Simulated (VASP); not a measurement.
# LiH (Fm-3m) in VASP: a series of runs

Aim: see how the results for LiH move with the level of theory and the settings. Levels: PBE, PBEsol, BLYP, LDA, PBE+D3(BJ). Tasks: single point.

All numbers are computed with VASP 6.6.1; they aren't measurements. Logs are shortened: lines on timing, memory, paths and dates and some standing lists are left out, and cuts for length are marked.

## (1) The cell of the first run

The structure is cubic, space group Fm-3m (No. 225). Conventional cell: a = 4.017 Å, b = 4.017 Å, c = 4.017 Å, α = 90.00°, β = 90.00°, γ = 90.00°. Li (site symmetry m-3m) has 6 H at 2.01 Å within 2.7 Å. H (site symmetry m-3m) has 6 Li at 2.01 Å within 2.7 Å.

## (2) Single point, PBE

INCAR

```
SYSTEM = LiH
ALGO = Normal
EDIFF = 1E-6
ENCUT = 520
GGA = PE
ISIF = 2
ISMEAR = -5
LASPH = .TRUE.
LCHARG = .TRUE.
LELF = .TRUE.
LREAL = .FALSE.
LVHAR = .TRUE.
LWAVE = .FALSE.
NBANDS = 9
NELM = 60
PREC = Accurate
SIGMA = 0.1
```

KPOINTS

```
k-points
0
G
  10 10 10
  0 0 0
```

POSCAR

```
LiH
1.0
    0.0000000000      2.0086193919      2.0086193919
    2.0086193919      0.0000000000      2.0086193919
    2.0086193919      2.0086193919      0.0000000000
Li H
1 1
Direct
    0.0000000000      0.0000000000      0.0000000000
    0.5000000000      0.5000000000      0.5000000000
```

Potentials or basis: VASP PAW PBE potentials, release 64 (Li_sv, H).

The run is started by

```sh
$ cat potpaw_PBE.64/Li_sv/POTCAR potpaw_PBE.64/H/POTCAR > POTCAR
$ mpirun -np 1 vasp_std > vasp.out
```

OUTCAR:

```text
SYSTEM = LiH
   EDIFF = 1E-6
   ENCUT = 520
   GGA = PE
   ISIF = 2
   ISMEAR = -5
   LASPH = .TRUE.
   LREAL = .FALSE.
   NELM = 60
   PREC = Accurate

 ion  position               nearest neighbor table
   1  0.000  0.000  0.000-
   2  0.500  0.500  0.500-

  LATTYP: Found a face centered cubic cell.
 ALAT       =     4.0172387838

  Lattice vectors:

 A1 = (   0.0000000000,   2.0086193919,   2.0086193919)
 A2 = (   2.0086193919,   0.0000000000,   2.0086193919)
 A3 = (   2.0086193919,   2.0086193919,   0.0000000000)

Analysis of symmetry for initial positions (statically):
=====================================================================
 Subroutine PRICEL returns:
 Original cell was already a primitive cell.

 Routine SETGRP: Setting up the symmetry group for a
 face centered cubic supercell.

 Subroutine GETGRP returns: Found 48 space group operations
 (whereof 48 operations were pure point group operations)
 out of a pool of 48 trial point group operations.

The static configuration has the point symmetry O_h .

Analysis of symmetry for dynamics (positions and initial velocities):
=====================================================================
 Subroutine PRICEL returns:
 Original cell was already a primitive cell.

 Routine SETGRP: Setting up the symmetry group for a
 face centered cubic supercell.

 Subroutine GETGRP returns: Found 48 space group operations
 (whereof 48 operations were pure point group operations)
 out of a pool of 48 trial point group operations.

The dynamic configuration has the point symmetry O_h .

 Subroutine INISYM returns: Found 48 space group operations
 (whereof 48 operations are pure point group operations),
 and found     1 'primitive' translations

----------------------------------------------------------------------------------------

                                     Primitive cell

  volume of cell :      16.2078

  direct lattice vectors                    reciprocal lattice vectors
     0.000000000  2.008619392  2.008619392    -0.248927199  0.248927199  0.248927199
     2.008619392  0.000000000  2.008619392     0.248927199 -0.248927199  0.248927199
     2.008619392  2.008619392  0.000000000     0.248927199  0.248927199 -0.248927199

  length of vectors
     2.840616786  2.840616786  2.840616786     0.431154557  0.431154557  0.431154557

  position of ions in fractional coordinates (direct lattice)
     0.000000000  0.000000000  0.000000000
     0.500000000  0.500000000  0.500000000

[... 84 lines left out ...]
   ISIF   =      2    stress and relaxation
   ISYM   =      2    0-nonsym 1-usesym 2-fastsym
   POTIM  = 0.5000    time-step for ionic-motion
   TEBEG  =    0.0;   TEEND  =   0.0 temperature during run
   PSTRESS=    0.0 pullay stress
   NELECT =       4.0000    total number of electrons
   NUPDOWN=      -1.0000    fix difference up-down
   EMIN   =  10.00;   EMAX   =-10.00  energy-range for DOS
   EFERMI =   0.00;   METHOD = LEGACY
   ISMEAR =    -5;   SIGMA  =   0.10  broadening in eV -4-tet -1-fermi 0-gaus
   EFERMI_NEDOS =   21; number of points for ismear=-14 and -15
   IALGO  =     38    algorithm
   IMIX   =      4    mixing-type and parameters
     AMIX     =   0.40;   BMIX     =  1.00
     AMIX_MAG =   1.60;   BMIX_MAG =  1.00
  volume/ion in A,a.u.               =       8.10        54.69
  Fermi-wavevector in a.u.,A,eV,Ry     =   1.026882  1.940525 14.347160  1.054486
  Thomas-Fermi vector in A             =   2.160798
   LORBIT       =      0    0 simple, 1 ext, 2 COOP (PROOUT), +10 PAW based schemes
   GGA     = PE    functional components
   LHFCALC =     F    Hartree Fock is set to
   AEXX    =    0.0000 exact exchange contribution
   IVDW    =     0    specifies the selected vdW correction
   LEPSILON=     F    determine dielectric tensor
   LRPA    =     F    only Hartree local field effects (RPA)
 non-spin polarized calculation
 Fermi weights with tetrahedron method with Bloechl corrections
  energy-cutoff  :      520.00
  volume of cell :       16.21
 maximum number of plane-waves:       448
 NGX is ok and might be reduce to    24
   NGX = 11   NGY = 11   NGZ = 11

 number of electron       3.9999995 magnetization

 Free energy of the ion-electron system (eV)
  ---------------------------------------------------
  ext. energy  EPLUGINS =         0.00000000
  ---------------------------------------------------
  free energy    TOTEN  =        -6.12698294 eV

  energy without entropy =       -6.12698294  energy(sigma->0) =       -6.12698294

 E-fermi :   0.1874     XC(G=0):  -8.4907

 val. band max:        0.0609757645   @ k =   0.5000   0.5000   0.0000
 cond. band min:       3.0448860000   @ k =   0.5000   0.5000   0.0000
 fundamental gap:      2.9839102355
 Fermi energy:         0.1873717521

 k-point     1 :       0.0000    0.0000    0.0000
  band No.  band energies     occupation
      1     -44.2359      2.00000
      2      -5.3474      2.00000
      3      16.0737      0.00000
      4      17.8857      0.00000
      5      17.8857      0.00000
      6      17.8857      0.00000
      7      22.5891      0.00000
      8      22.5891      0.00000
      9      22.5891      0.00000
[... 265 lines left out ...]
 k-point    24 :       0.4000    0.3000    0.0000
  band No.  band energies     occupation
      1     -44.1884      2.00000
      2      -2.2404      2.00000
      3       6.7307      0.00000
      4      10.5055      0.00000
      5      11.8254      0.00000
      6      16.2358      0.00000
      7      17.5437      0.00000
      8      29.5116      0.00000
      9      29.9822      0.00000

 [... further k-points ...]

------------------------ aborting loop because EDIFF is reached ----------------------------------------

  FORCE on cell =-STRESS in cart. coord.  units (eV):
  Direction    XX          YY          ZZ          XY          YZ          ZX
  --------------------------------------------------------------------------------------
  -------------------------------------------------------------------------------------
  Total       -0.0523959     -0.0523959     -0.0523959     -0.0000000      0.0000000     -0.0000000
  in kB       -5.1794692     -5.1794692     -5.1794692     -0.0000000      0.0000000     -0.0000000
  external PRESSURE =      -5.1794692 kB  Pullay stress =       0.0000000 kB

 VOLUME and BASIS-vectors are now :
 -----------------------------------------------------------------------------
  energy-cutoff  :      520.00
  volume of cell :       16.21
      direct lattice vectors                 reciprocal lattice vectors
     0.000000000  2.008619392  2.008619392    -0.248927199  0.248927199  0.248927199
     2.008619392  0.000000000  2.008619392     0.248927199 -0.248927199  0.248927199
     2.008619392  2.008619392  0.000000000     0.248927199  0.248927199 -0.248927199

 POSITION                                       TOTAL-FORCE (eV/Angst)
 -----------------------------------------------------------------------------------
      0.00000      0.00000      0.00000        -0.000000     -0.000000      0.000000
      2.00862      2.00862      2.00862         0.000000      0.000000     -0.000000
 -----------------------------------------------------------------------------------
    total drift:                                0.000000     -0.000000     -0.000000

  FREE ENERGIE OF THE ION-ELECTRON SYSTEM (eV)
  ---------------------------------------------------
  free  energy   TOTEN  =        -6.1269829399 eV

  energy  without entropy=       -6.1269829399  energy(sigma->0) =       -6.12698294
```

Wall time 8.2 s (1 thread of AMD EPYC 7R43 (Zen 3), shared host); peak memory 0.1 GiB.

What came out:

```
Free energy            : -6.1270 eV
Band gap on the k mesh : 2.98 eV, direct
```

Levels at points of the mesh, in eV from the valence-band top:
| k point | band 1 | band 2 | band 3 | band 4 | band 5 | band 6 |
| --- | --- | --- | --- | --- | --- | --- |
| (0.00, 0.00, 0.00) | -44.30 | -5.41 | 16.01 | 17.82 | 17.82 | 17.82 |
| (0.50, 0.00, 0.00) | -44.25 | -2.61 | 4.91 | 13.61 | 16.44 | 16.44 |
| (0.50, 0.50, 0.00) | -44.24 | 0.00 | 2.98 | 10.78 | 10.78 | 13.94 |

Caveat: the cutoff is under 1.25 times the usual one of these potentials, so pressure, stress and relaxed cells hold a basis-set (Pulay) error. A k mesh can miss the band edges.

## (3) Single point, PBEsol

INCAR

```
ALGO = Normal
EDIFF = 1E-7
ENCUT = 520
GGA = PS
ISIF = 2
ISMEAR = 1
LASPH = T
LCHARG = F
LREAL = F
LWAVE = F
NBANDS = 9
NELM = 100
PREC = Accurate
SIGMA = 0.13605693122994
```

KPOINTS

```
k-points
0
Gamma
  10 10 10
```

POSCAR is that of step 2.

Potentials or basis: VASP PAW PBE potentials, release 64 (Li_sv, H).

The run is started by

```sh
$ cat potpaw_PBE.64/Li_sv/POTCAR potpaw_PBE.64/H/POTCAR > POTCAR
$ mpirun -np 1 vasp_std > vasp.out
```

Wall time 8.7 s (1 thread of AMD EPYC 7R43 (Zen 3), shared host); peak memory 0.09 GiB.

It converged, with:

```yaml
Free_energy: -6.1193 eV
Band_gap_on_the_k_mesh: 2.75 eV, direct
```

Levels at points of the mesh, in eV from the valence-band top:
| k point | band 1 | band 2 | band 3 | band 4 | band 5 | band 6 |
| --- | --- | --- | --- | --- | --- | --- |
| (0.00, 0.00, 0.00) | -43.71 | -5.52 | 16.02 | 17.66 | 17.66 | 17.66 |
| (0.50, 0.00, 0.00) | -43.66 | -2.69 | 4.69 | 13.51 | 16.24 | 16.24 |
| (0.50, 0.50, 0.00) | -43.64 | 0.00 | 2.75 | 10.59 | 10.59 | 13.65 |

Caveat: the cutoff is under 1.25 times the usual one of these potentials, so pressure, stress and relaxed cells hold a basis-set (Pulay) error; the PAW data sets were made with another functional, which shifts forces and pressure a little.

## (4) Single point, BLYP

INCAR

```
SYSTEM = LiH
PREC = Accurate ; ENCUT = 520
EDIFF = 1E-6 ; ISMEAR = 0
SIGMA = 0.1 ; LREAL = .FALSE.
LASPH = .TRUE. ; NELM = 100
ALGO = Normal ; ISIF = 2
LWAVE = .FALSE. ; LCHARG = .FALSE.
GGA = B5 ; ALDAX = 1.0
AGGAX = 1.0 ; AGGAC = 1.0
ALDAC = 0.0 ; NBANDS = 9
```

KPOINTS

```
regular mesh
0
G
  10 10 10
  0 0 0
```

POSCAR is that of step 3.

Potentials or basis: VASP PAW PBE potentials, release 64 (Li_sv, H).

The run is started by

```sh
$ cat potpaw_PBE.64/Li_sv/POTCAR potpaw_PBE.64/H/POTCAR > POTCAR
$ mpirun -np 1 vasp_std > vasp.out
```

OUTCAR:

```text
SYSTEM = LiH
   PREC = Accurate
   ENCUT = 520
   EDIFF = 1E-6
   ISMEAR = 0
   LREAL = .FALSE.
   LASPH = .TRUE.
   NELM = 100
   ISIF = 2
   GGA = B5

 ion  position               nearest neighbor table
   1  0.000  0.000  0.000-
   2  0.500  0.500  0.500-

  LATTYP: Found a face centered cubic cell.
 ALAT       =     4.0172387838

  Lattice vectors:

 A1 = (   0.0000000000,   2.0086193919,   2.0086193919)
[... 472 lines left out ...]

 [... further k-points ...]

------------------------ aborting loop because EDIFF is reached ----------------------------------------

  FORCE on cell =-STRESS in cart. coord.  units (eV):
  Direction    XX          YY          ZZ          XY          YZ          ZX
  --------------------------------------------------------------------------------------
  -------------------------------------------------------------------------------------
  Total        0.0057360      0.0057360      0.0057360      0.0000000      0.0000000     -0.0000000
  in kB        0.5670209      0.5670209      0.5670209      0.0000000      0.0000000     -0.0000000
  external PRESSURE =       0.5670209 kB  Pullay stress =       0.0000000 kB

 VOLUME and BASIS-vectors are now :
 -----------------------------------------------------------------------------
  energy-cutoff  :      520.00
  volume of cell :       16.21
      direct lattice vectors                 reciprocal lattice vectors
     0.000000000  2.008619392  2.008619392    -0.248927199  0.248927199  0.248927199
     2.008619392  0.000000000  2.008619392     0.248927199 -0.248927199  0.248927199
     2.008619392  2.008619392  0.000000000     0.248927199  0.248927199 -0.248927199

 POSITION                                       TOTAL-FORCE (eV/Angst)
 -----------------------------------------------------------------------------------
      0.00000      0.00000      0.00000         0.000000     -0.000000     -0.000000
      2.00862      2.00862      2.00862        -0.000000      0.000000      0.000000
 -----------------------------------------------------------------------------------
    total drift:                                0.000000     -0.000000     -0.000000

  FREE ENERGIE OF THE ION-ELECTRON SYSTEM (eV)
  ---------------------------------------------------
  free  energy   TOTEN  =        -5.9513958708 eV

  energy  without entropy=       -5.9513958708  energy(sigma->0) =       -5.95139587
```

OSZICAR:

```text
N       E                     dE             d eps       ncg     rms          rms(c)
DAV:   1    -0.174562024860E+01   -0.17456E+01   -0.14106E+03   870   0.402E+02
DAV:   2    -0.616729235530E+01   -0.44217E+01   -0.43968E+01  1181   0.544E+01
DAV:   3    -0.626206828515E+01   -0.94776E-01   -0.94708E-01  1024   0.558E+00
DAV:   4    -0.626543236912E+01   -0.33641E-02   -0.33636E-02  1169   0.510E-01
DAV:   5    -0.626544358114E+01   -0.11212E-04   -0.11207E-04  1076   0.237E-02    0.333E+00
DAV:   6    -0.602380270390E+01    0.24164E+00   -0.22357E-01   937   0.147E+00    0.164E+00
DAV:   7    -0.594848136264E+01    0.75321E-01   -0.28934E-01  1015   0.184E+00    0.266E-01
DAV:   8    -0.595157780312E+01   -0.30964E-02   -0.77054E-03   937   0.538E-01    0.830E-02
DAV:   9    -0.595139849958E+01    0.17930E-03   -0.69253E-04  1086   0.988E-02    0.875E-03
DAV:  10    -0.595139429916E+01    0.42004E-05   -0.28161E-05   981   0.394E-02    0.772E-03
DAV:  11    -0.595139618436E+01   -0.18852E-05   -0.37108E-06   975   0.994E-03    0.737E-04
DAV:  12    -0.595139587082E+01    0.31354E-06   -0.69157E-08   597   0.218E-03
   1 F= -.59513959E+01 E0= -.59513959E+01  d E =-.210150E-10
```

stdout:

```text
POSCAR found type information on POSCAR LiH
 POSCAR found :  2 types and       2 ions
 scaLAPACK will be used
 -----------------------------------------------------------------------------
|                                                                             |
|                                                                             |
|     You enforced a specific xc type in the INCAR file but a different       |
|     I HOPE YOU KNOW WHAT YOU ARE DOING!                                     |
|                                                                             |
 -----------------------------------------------------------------------------

 LDA part: xc-table for (Slater(with rela. corr.)+VWN5), standard interpolation
 POSCAR, INCAR and KPOINTS ok, starting setup
 FFT: planning ... GRIDC
 FFT: planning ... GRID_SOFT
 FFT: planning ... GRID
 WAVECAR not read
 entering main loop
```

Wall time 13 s (1 thread of AMD EPYC 7R43 (Zen 3), shared host); peak memory 0.09 GiB.

What came out:

- Free energy: -5.9514 eV
- Band gap on the k mesh: 3.43 eV, direct

Caveat: the cutoff is under 1.25 times the usual one of these potentials, so pressure, stress and relaxed cells hold a basis-set (Pulay) error; the PAW data sets were made with another functional, which shifts forces and pressure a little. A k mesh can miss the band edges.

## (5) Single point, LDA

This run uses another cell than the first one, of 8.43 Å³/atom, 1.040 times its volume.

INCAR

```
PREC = Accurate
ENCUT = 520
EDIFF = 1E-6
ISMEAR = 0
SIGMA = 0.1
LREAL = F
LASPH = T
NELM = 80
ALGO = Normal
ISIF = 2
LWAVE = F
LCHARG = F
GGA = CA
NBANDS = 9
```

KPOINTS

```
Automatic mesh
0
Gamma
  10 10 10
```

POSCAR

```
LiH
1.0
    0.0000000000      2.0350516256      2.0350516256
    2.0350516256      0.0000000000      2.0350516256
    2.0350516256      2.0350516256      0.0000000000
Li H
1 1
Direct
    0.0000000000      0.0000000000      0.0000000000
    0.5000000000      0.5000000000      0.5000000000
```

Potentials or basis: VASP PAW LDA potentials, release 64 (Li_sv, H).

The run is started by

```sh
$ cat potpaw_LDA.64/Li_sv/POTCAR potpaw_LDA.64/H/POTCAR > POTCAR
$ mpirun -np 1 vasp_std > vasp.out
```

Wall time 6.1 s (1 thread of AMD EPYC 7R43 (Zen 3), shared host); peak memory 0.09 GiB.

The run converged. Its results:

```yaml
Free_energy: -6.4704 eV
Band_gap_on_the_k_mesh: 2.65 eV, direct
```

Levels at points of the mesh, in eV from the valence-band top:
```
           k point  band 1  band 2  band 3  band 4  band 5  band 6  band 7
(0.00, 0.00, 0.00)  -43.51   -5.39   15.54   16.95   16.95   16.95   21.70
(0.50, 0.00, 0.00)  -43.46   -2.63    4.53   13.13   15.57   15.57   18.35
(0.50, 0.50, 0.00)  -43.45    0.00    2.65   10.18   10.18   13.39   16.35
```

Caveat: the cutoff is under 1.25 times the usual one of these potentials, so pressure, stress and relaxed cells hold a basis-set (Pulay) error. A k mesh can miss the band edges.

## (6) Single point, PBE+D3(BJ)

INCAR

```
  ALGO = Normal
  EDIFF = 1E-6
  ENCUT = 520
  GGA = PE
  ISIF = 2
  ISMEAR = 0
  IVDW = 12
  LASPH = T
  LCHARG = T
  LELF = T
  LREAL = F
  LVHAR = T
  LWAVE = F
  NBANDS = 9
  NELM = 80
  PREC = Accurate
  SIGMA = 0.01
```

KPOINTS

```
k-points
0
Gamma
  10 10 10
```

POSCAR

```
LiH
1.0
    0.0000000000      2.0086193919      2.0086193919
    2.0086193919      0.0000000000      2.0086193919
    2.0086193919      2.0086193919      0.0000000000
Li H
1 1
Direct
    0.0000000000      0.0000000000      0.0000000000
    0.5000000000      0.5000000000      0.5000000000
```

Potentials or basis: VASP PAW PBE potentials, release 64 (Li_sv, H).

The run is started by

```sh
$ cat potpaw_PBE.64/Li_sv/POTCAR potpaw_PBE.64/H/POTCAR > POTCAR
$ mpirun -np 1 vasp_std > vasp.out
```

Wall time 6.9 s (1 thread of AMD EPYC 7R43 (Zen 3), shared host); peak memory 0.11 GiB.

The run converged. Its results:

```yaml
Free_energy: -6.4566 eV
Band_gap_on_the_k_mesh: 2.98 eV, direct
Dispersion_energy_per_atom: -0.165 eV
```

Levels at points of the mesh, in eV from the valence-band top:
```tsv
k point	band 1	band 2	band 3	band 4	band 5	band 6
(0.00, 0.00, 0.00)	-44.30	-5.41	16.01	17.82	17.82	17.82
(0.50, 0.00, 0.00)	-44.25	-2.61	4.91	13.61	16.44	16.44
(0.50, 0.50, 0.00)	-44.24	0.00	2.98	10.78	10.78	13.94
```

Caveat: the cutoff is under 1.25 times the usual one of these potentials, so pressure, stress and relaxed cells hold a basis-set (Pulay) error. A k mesh can miss the band edges.

## (7) Summary

| level | potentials or basis | cell | smearing | gap on the mesh (eV) |
| --- | --- | --- | --- | --- |
| PBE | VASP PAW PBE potentials, release 64 (Li_sv, H) | a = 2.841 Å, angles 60.0°, 2 atoms | tetrahedron | 2.98 |
| PBEsol | VASP PAW PBE potentials, release 64 (Li_sv, H) | a = 2.841 Å, angles 60.0°, 2 atoms | methfessel-paxton 0.136057 eV | 2.75 |
| BLYP | VASP PAW PBE potentials, release 64 (Li_sv, H) | a = 2.841 Å, angles 60.0°, 2 atoms | gaussian 0.1 eV | 3.43 |
| LDA | VASP PAW LDA potentials, release 64 (Li_sv, H) | a = 2.878 Å, angles 60.0°, 2 atoms | gaussian 0.1 eV | 2.65 |
| PBE+D3(BJ) | VASP PAW PBE potentials, release 64 (Li_sv, H) | a = 2.841 Å, angles 60.0°, 2 atoms | gaussian 0.01 eV | 2.98 |

Alike in all rows: task single point; no spin polarisation; k mesh 10 × 10 × 10; cutoff (eV) 520.

Caveats: the cutoff is under 1.25 times the usual one of these potentials, so pressure, stress and relaxed cells hold a basis-set (Pulay) error; the PAW data sets were made with another functional, which shifts forces and pressure a little (some runs).

Absolute energies hang on the potentials; compare differences alone.
